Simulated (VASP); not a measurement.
FePt:

```
CELL_PARAMETERS angstrom
2.72350 0.00000 0.00000
0.00000 2.72350 0.00000
0.00000 0.00000 3.72000
ATOMIC_POSITIONS crystal
Pt 0.50000 0.50000 0.50000
Fe 0.00000 0.00000 0.00000
```

```yaml
Program: VASP 6.6.1
Task: relaxation of cell and atoms
Functional: LDA
Potentials_or_basis: VASP PAW LDA potentials, release 64 (Pt, Fe)
Cutoff: 600 eV
k_mesh: 10 × 10 × 7
Occupations: fermi-dirac, width 0.05 eV
Spin: collinear spin, ferromagnetic start
Starting_moments: "[0.0, 3.0] μB"
```

At the start: pressure -12.7 GPa; volume 13.80 Å³/atom.

Problem. How do energy, volume and symmetry change on relaxing?

Solution. Over 11 steps the energy falls by 31.3 meV/atom and the volume is 13.04 Å³/atom (-5.5 %); space group P4/mmm (No. 123, to 0.1 Å) before and after; moment 3.12 μB per cell.

The path:
```
step  energy change (eV)  largest force (eV/Å)  pressure (GPa)  volume (Å³)
   1              0.0000                0.0000          -12.68        27.59
   2              0.1772                0.0000           32.42        23.46
   3             -0.0626                0.0000           -0.21        26.11
   4             -0.0626                0.0000            0.11        26.08
   5             -0.0627                0.0000            0.07        26.08
   6             -0.0626                0.0000            0.07        26.08
   7             -0.0626                0.0000           -0.11        26.10
   8             -0.0627                0.0000           -0.11        26.09
   9             -0.0627                0.0000            0.21        26.09
  10             -0.0627                0.0000           -0.10        26.09
  11             -0.0626                0.0000           -0.01        26.09
```

Final structure:
```yaml
crystal:
  lattice:
    - [2.66829, 0.00000, 0.00000]
    - [0.00000, 2.66829, 0.00000]
    - [0.00000, 0.00000, 3.66415]
  atoms:
    - { symbol: Pt, position: [0.50000, 0.50000, 0.50000] }
    - { symbol: Fe, position: [0.00000, 0.00000, 0.00000] }
```
